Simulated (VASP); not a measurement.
# C10N in VASP: a series of runs

C10N is run at these levels: PBE; tasks: single point.

All numbers are computed with VASP 6.6.1; they aren't measurements. Logs are shortened: lines on timing, memory, paths and dates and some standing lists are left out, and cuts for length are marked.

### Step 1. The cell of the first run

The cell holds a wire or tube with vacuum around it, 11 atoms: a = 4.272 Å, b = 8.872 Å, c = 20.279 Å, α = 90.00°, β = 90.00°, γ = 103.93°.

### Step 2. Single point, PBE

Contents of INCAR:

```
SYSTEM = C10N
PREC = Accurate ; ENCUT = 520
EDIFF = 1E-7 ; ISMEAR = 0
SIGMA = 0.1 ; LREAL = .FALSE.
LASPH = .TRUE. ; NELM = 60
ALGO = Normal ; ISIF = 2
LWAVE = .FALSE. ; LCHARG = .FALSE.
LDIPOL = .TRUE. ; IDIPOL = 3
DIPOL = 0.5 0.5 0.328 ; GGA = PE
NBANDS = 34
```

Contents of KPOINTS:

```
Automatic mesh
0
G
  7 3 1
  0 0 0
```

Contents of POSCAR:

```
C10N
1.0
    4.2718357705      0.0000000000      0.0000000000
   -2.1359178852      8.6110540228      0.0000000000
    0.0000000000      0.0000000000     20.2788015587
C N
10 1
Direct
    0.1564123854      0.9794914374      0.1972503152
    0.8230790520      0.9794914374      0.1972503152
    0.6461581041      0.9589828748      0.2574344417
    0.3128247708      0.9589828748      0.2574344417
    0.1338042381      0.9383827998      0.3175270229
    0.8045779070      0.9383826011      0.3175270277
    0.6222260717      0.9176686260      0.3778997877
    0.2954419668      0.9176686383      0.3778996956
    0.0947392598      0.8987954532      0.4329047980
    0.8040521936      0.8987947219      0.4329053437
    0.5947392598      1.6487954532      0.4413672749
```

Potentials or basis: VASP PAW PBE potentials, release 64 (C, N).

Run with:

```sh
$ cat potpaw_PBE.64/C/POTCAR potpaw_PBE.64/N/POTCAR > POTCAR
$ mpirun -np 1 vasp_std > vasp.out
```

OUTCAR:

```text
SYSTEM = C10N
   PREC = Accurate
   ENCUT = 520
   EDIFF = 1E-7
   ISMEAR = 0
   LREAL = .FALSE.
   LASPH = .TRUE.
   NELM = 60
   ISIF = 2
   GGA = PE

 ion  position               nearest neighbor table
   1  0.156  0.979  0.197-   2 1.42   4 1.42
   2  0.823  0.979  0.197-   3 1.42   1 1.42
   3  0.646  0.959  0.257-   4 1.42   2 1.42   6 1.43
   4  0.313  0.959  0.257-   3 1.42   1 1.42   5 1.43
   5  0.134  0.938  0.318-   6 1.41   4 1.43   8 1.44
   6  0.805  0.938  0.318-   5 1.41   3 1.43   7 1.44
   7  0.622  0.918  0.378-  10 1.39   8 1.40   6 1.44
   8  0.295  0.918  0.378-   9 1.39   7 1.40   5 1.44
   9  0.095  0.899  0.433-  10 1.24   8 1.39
  10  0.804  0.899  0.433-   9 1.24   7 1.39
  11  0.595  0.649  0.441-

  LATTYP: Found a base centered orthorhombic cell.
 ALAT       =     4.2718357705
 B/A-ratio  =     4.0315473185
 C/A-ratio  =     4.7470929708

  Lattice vectors:

 A1 = (   2.1359178852,  -8.6110540228,   0.0000000000)
 A2 = (   2.1359178853,   8.6110540228,   0.0000000000)
 A3 = (   0.0000000000,   0.0000000000,  20.2788015587)

Analysis of symmetry for initial positions (statically):
=====================================================================
 Subroutine PRICEL returns:
 Original cell was already a primitive cell.

 Routine SETGRP: Setting up the symmetry group for a
 base centered orthorhombic supercell.

 Subroutine GETGRP returns: Found  1 space group operations
 (whereof  1 operations were pure point group operations)
 out of a pool of  8 trial point group operations.

The static configuration has the point symmetry C_1 .

Analysis of symmetry for dynamics (positions and initial velocities):
=====================================================================
 Subroutine PRICEL returns:
 Original cell was already a primitive cell.

 Routine SETGRP: Setting up the symmetry group for a
 base centered orthorhombic supercell.

 Subroutine GETGRP returns: Found  1 space group operations
 (whereof  1 operations were pure point group operations)
 out of a pool of  8 trial point group operations.

The dynamic configuration has the point symmetry C_1 .

 Subroutine INISYM returns: Found  1 space group operations
[... 133 lines left out ...]
   PSTRESS=    0.0 pullay stress
   NELECT =      45.0000    total number of electrons
   NUPDOWN=      -1.0000    fix difference up-down
   EMIN   =  10.00;   EMAX   =-10.00  energy-range for DOS
   EFERMI =   0.00;   METHOD = LEGACY
   ISMEAR =     0;   SIGMA  =   0.10  broadening in eV -4-tet -1-fermi 0-gaus
   EFERMI_NEDOS =   21; number of points for ismear=-14 and -15
   IALGO  =     38    algorithm
   IMIX   =      4    mixing-type and parameters
     AMIX     =   0.40;   BMIX     =  1.00
     AMIX_MAG =   1.60;   BMIX_MAG =  1.00
  volume/ion in A,a.u.               =      67.81       457.63
  Fermi-wavevector in a.u.,A,eV,Ry     =   0.642059  1.213315  5.608854  0.412239
  Thomas-Fermi vector in A             =   1.708603
   LORBIT       =      0    0 simple, 1 ext, 2 COOP (PROOUT), +10 PAW based schemes
   GGA     = PE    functional components
   LHFCALC =     F    Hartree Fock is set to
   AEXX    =    0.0000 exact exchange contribution
   IVDW    =     0    specifies the selected vdW correction
   LEPSILON=     F    determine dielectric tensor
   LRPA    =     F    only Hartree local field effects (RPA)
 non-spin polarized calculation
 Gauss-broadening in eV      SIGMA  =   0.10
  energy-cutoff  :      520.00
  volume of cell :      745.96
 maximum number of plane-waves:     20148
   NGX = 15   NGY = 33   NGZ = 75

 dipolmoment           0.000000      0.000000     -0.014854 electrons x Angstroem

 number of electron      45.0000000 magnetization

 dipolmoment           0.000000      0.000000      0.033916 electrons x Angstroem

 Free energy of the ion-electron system (eV)
  ---------------------------------------------------
  ext. energy  EPLUGINS =         0.00000000
  ---------------------------------------------------
  free energy    TOTEN  =       -84.12151187 eV

  energy without entropy =      -84.04281116  energy(sigma->0) =      -84.08216151

 E-fermi :  -4.8707     XC(G=0):  -2.2353

 val. band max:       -4.8806715138   @ k =   0.2857   0.0000   0.0000
 cond. band min:      -4.8387400004   @ k =  -0.1429   0.3333   0.0000
 fundamental gap:      0.0419315134
 Fermi energy:        -4.8706513420

 k-point     1 :       0.0000    0.0000    0.0000
  band No.  band energies     occupation
      1     -23.4237      2.00000
      2     -21.6495      2.00000
      3     -19.0425      2.00000
      4     -18.1994      2.00000
      5     -17.5417      2.00000
      6     -16.8190      2.00000
[... 396 lines left out ...]
     33       1.6125      0.00000
     34       2.0577      0.00000

------------------------ aborting loop because EDIFF is reached ----------------------------------------

 vacuum level on the upper side and lower side of the slab       (xc-potential included)         0.042        -0.123

  FORCE on cell =-STRESS in cart. coord.  units (eV):
  Direction    XX          YY          ZZ          XY          YZ          ZX
  --------------------------------------------------------------------------------------
  -------------------------------------------------------------------------------------
  Total        0.4979888     -5.5991166     -1.6131292     -0.9402527      0.1812438      1.2692230
  in kB        1.0695891    -12.0258822     -3.4647077     -2.0194915      0.3892787      2.7260597
  external PRESSURE =      -4.8070003 kB  Pullay stress =       0.0000000 kB

 VOLUME and BASIS-vectors are now :
 -----------------------------------------------------------------------------
  energy-cutoff  :      520.00
  volume of cell :      745.96
      direct lattice vectors                 reciprocal lattice vectors
     4.271835771  0.000000000  0.000000000     0.234091396  0.058064901  0.000000000
    -2.135917885  8.611054023  0.000000000     0.000000000  0.116129802  0.000000000
     0.000000000  0.000000000 20.278801559     0.000000000  0.000000000  0.049312579

 POSITION                                       TOTAL-FORCE (eV/Angst)
 -----------------------------------------------------------------------------------
     -1.42395      8.43445      4.00000        -6.942806     -0.237843      1.077513
      1.42395      8.43445      4.00000         6.850226     -0.102739      1.127735
      0.71197      8.25785      5.22046        -0.316688      0.140176     -1.154681
     -0.71197      8.25785      5.22046         0.294406      0.203046     -0.936647
     -1.43272      8.08046      6.43907         0.043402     -0.050963     -0.317577
      1.43272      8.08046      6.43907        -0.181057      0.110106     -0.029378
      0.69798      7.90209      7.66335        -0.393478      0.410949     -0.932384
     -0.69799      7.90209      7.66335         0.065977      0.063472      0.261941
     -1.51504      7.73958      8.77879         2.677233     -0.186406     -0.011035
      1.51503      7.73957      8.77880        -2.452389     -2.919211      0.910364
      1.15485      5.58681      8.95040         0.355174      2.569413      0.004149
 -----------------------------------------------------------------------------------
    total drift:                                0.000009     -0.000322     -0.000055

  FREE ENERGIE OF THE ION-ELECTRON SYSTEM (eV)
  ---------------------------------------------------
  free  energy   TOTEN  =       -84.1215118654 eV

  energy  without entropy=      -84.0428111640  energy(sigma->0) =      -84.08216151

 vacuum level on the upper side and lower side of the slab         1.434         1.265
```

OSZICAR:

```text
N       E                     dE             d eps       ncg     rms          rms(c)
DAV:   1     0.366410332582E+03    0.36641E+03   -0.15155E+04   836   0.917E+02
DAV:   2    -0.104617115992E+02   -0.37687E+03   -0.35718E+03  1180   0.207E+02
DAV:   3    -0.884862270691E+02   -0.78025E+02   -0.77031E+02   926   0.101E+02
DAV:   4    -0.915431676143E+02   -0.30569E+01   -0.30277E+01   882   0.264E+01
[... 24 lines left out ...]
DAV:  29    -0.841215108382E+02   -0.19349E-05   -0.67348E-08   644   0.588E-04    0.333E-04
DAV:  30    -0.841215113441E+02   -0.50589E-06   -0.94625E-09   620   0.299E-04    0.274E-04
DAV:  31    -0.841215117013E+02   -0.35716E-06   -0.15772E-08   554   0.262E-04    0.953E-05
DAV:  32    -0.841215118119E+02   -0.11058E-06   -0.40171E-09   596   0.184E-04    0.959E-05
DAV:  33    -0.841215118654E+02   -0.53501E-07   -0.35020E-09   530   0.133E-04
   1 F= -.84121512E+02 E0= -.84082162E+02  d E =-.787007E-01
```

It took 19 min on 1 thread of Oxide Virtual Turin-like, shared host; peak memory 0.77 GiB.

What came out:

```yaml
Free_energy: -84.1215 eV
Largest_force: 7.030 eV/Å
Band_gap_on_the_k_mesh: zero (an odd number of electrons rules out a gap without spin polarisation)
```

Forces on the atoms (eV/Å):
```
C   -6.943 -0.238  1.078
C    6.850 -0.103  1.128
C   -0.317  0.140 -1.155
C    0.294  0.203 -0.937
C    0.043 -0.051 -0.318
C   -0.181  0.110 -0.029
C   -0.393  0.411 -0.932
C    0.066  0.063  0.262
C    2.677 -0.186 -0.011
C   -2.452 -2.919  0.910
N    0.355  2.569  0.004
```

Caveat: an odd number of electrons without spin polarisation forces a metal; a magnetic or distorted state may lie lower.

### Step 3. Single point, PBE

Contents of INCAR:

```
SYSTEM = C10N
ALGO = Normal ; DIPOL = 0.5 0.5 0.322
EDIFF = 1E-6 ; ENCUT = 520
GGA = PE ; IDIPOL = 3
ISIF = 2 ; ISMEAR = 0
LASPH = .TRUE. ; LCHARG = .FALSE.
LDIPOL = .TRUE. ; LREAL = .FALSE.
LWAVE = .FALSE. ; NBANDS = 34
NELM = 60 ; PREC = Accurate
SIGMA = 0.1
```

Contents of KPOINTS:

```
k-points
0
G
  7 3 1
  0 0 0
```

POSCAR: that of step 2 with these lines changed.

```diff
@@ -18,2 +18,2 @@
     0.8040521936      0.8987947219      0.4329053437
-    0.5947392598      1.6487954532      0.4413672749
+    0.8447392598      1.3987954532      0.3774598843
```

Potentials or basis: VASP PAW PBE potentials, release 64 (C, N).

Run with:

```sh
$ cat potpaw_PBE.64/C/POTCAR potpaw_PBE.64/N/POTCAR > POTCAR
$ mpirun -np 1 vasp_std > vasp.out
```

Run time: 26 min. Hardware: 1 thread of Oxide Virtual Turin-like, shared host; peak memory 0.77 GiB.

Results (log left out):

- Free energy: -83.0590 eV
- Largest force: 7.339 eV/Å
- Band gap on the k mesh: zero (an odd number of electrons rules out a gap without spin polarisation)

Forces in eV/Å, atoms in the order of the input:
```
C   -7.230 -0.179  1.246
C    7.230 -0.179  1.246
C   -0.465  0.173 -1.204
C    0.466  0.174 -1.205
C   -0.082  0.006 -0.044
C    0.083  0.009 -0.047
C   -0.041  0.002  0.072
C    0.041 -0.005  0.068
C   -0.121  0.002 -0.061
C    0.121  0.006 -0.061
N   -0.001 -0.011 -0.008
```

Levels at points of the mesh, in eV from the Fermi level:
```
           k point  band 18  band 19  band 20  band 21  band 22  band 23  band 24  band 25  band 26  band 27
(0.00, 0.00, 0.00)    -1.50    -1.15    -0.69    -0.03    -0.03     0.17     0.79     1.28     1.31     2.22
```

Caveat: an odd number of electrons without spin polarisation forces a metal; a magnetic or distorted state may lie lower.

The gap in the log of VASP goes by the Fermi energy; the results here count the filled bands.